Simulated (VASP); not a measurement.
Wanted: the native input for a VASP 6.6.1 run.

| Property | Result |
| --- | --- |
| Task | single point |
| Functional | r2SCAN |
| Potentials or basis | VASP PAW PBE potentials, release 64 (Ti_sv, Al) |
| Cutoff | 520 eV |
| k mesh | 8 × 8 × 8 |
| Occupations | fermi-dirac, width 0.1 eV |
| Spin | no spin polarisation |
| Dipole correction | no |
| Further INCAR settings | ALGO = Normal; EDIFF = 1e-06; NBANDS = 27 |

TiAl2:

```
Ti Al
1.0
     1.91649   -5.91532    0.00000
     1.91649    5.91532    0.00000
     0.00000    0.00000    3.91033
Ti Al
2 4
Direct
  0.65685 0.34315 0.00000
  0.34315 0.65685 0.00000
  0.00000 0.00000 0.00000
  0.82826 0.17174 0.50000
  0.17174 0.82826 0.50000
  0.50000 0.50000 0.50000
```

The input as run:

POSCAR

```
TiAl2
1.0
    1.9164906500     -5.9153196700      0.0000000000
    1.9164906500      5.9153196700      0.0000000000
    0.0000000000      0.0000000000      3.9103268200
Ti Al
2 4
Direct
    0.6568526635      0.3431473365      0.0000000000
    0.3431473365      0.6568526635      0.0000000000
    0.0000000000      0.0000000000      0.0000000000
    0.8282611752      0.1717388248      0.5000000000
    0.1717388248      0.8282611752      0.5000000000
    0.5000000000      0.5000000000      0.5000000000
```

INCAR.step1

```
SYSTEM = TiAl2
PREC = Accurate
ENCUT = 520
ISMEAR = -1
SIGMA = 0.1
LREAL = .False.
LASPH = .True.
NELM = 80
NBANDS = 27
GGA = PE
ALGO = Normal
EDIFF = 1E-4
LWAVE = .True.
LCHARG = .False.
```

INCAR.step2

```
SYSTEM = TiAl2
PREC = Accurate
ENCUT = 520
EDIFF = 1E-6
ISMEAR = -1
SIGMA = 0.1
LREAL = .False.
LASPH = .True.
NELM = 80
ALGO = Normal
ISIF = 2
LWAVE = .False.
LCHARG = .True.
METAGGA = R2SCAN
LMIXTAU = .True.
LELF = .True.
LVHAR = .True.
NBANDS = 27
ISTART = 1
```

KPOINTS

```
regular mesh
0
Gamma
  8 8 8
  0 0 0
```

Potentials or basis: VASP PAW PBE potentials, release 64 (Ti_sv, Al).

Launch:

```bash
$ cat potpaw_PBE.64/Ti_sv/POTCAR potpaw_PBE.64/Al/POTCAR > POTCAR
$ cp INCAR.step1 INCAR
$ mpirun -np 1 vasp_std > vasp.out
$ cp INCAR.step2 INCAR
$ mpirun -np 1 vasp_std > vasp.out
```

Results of the run:

| Item | Value |
| --- | --- |
| Pressure | 8.1 GPa |
| Largest force | 0.004 eV/Å |
| Band gap on the k mesh | zero (bands 18 and 19 overlap by 1.94 eV) |

Caveat: the cell stands under pressure; the PAW data sets were made with another functional, which shifts forces and pressure a little.

It took 19 min on 1 thread of Oxide Virtual Turin-like Processor, on a shared host, peak memory 0.38 GiB.
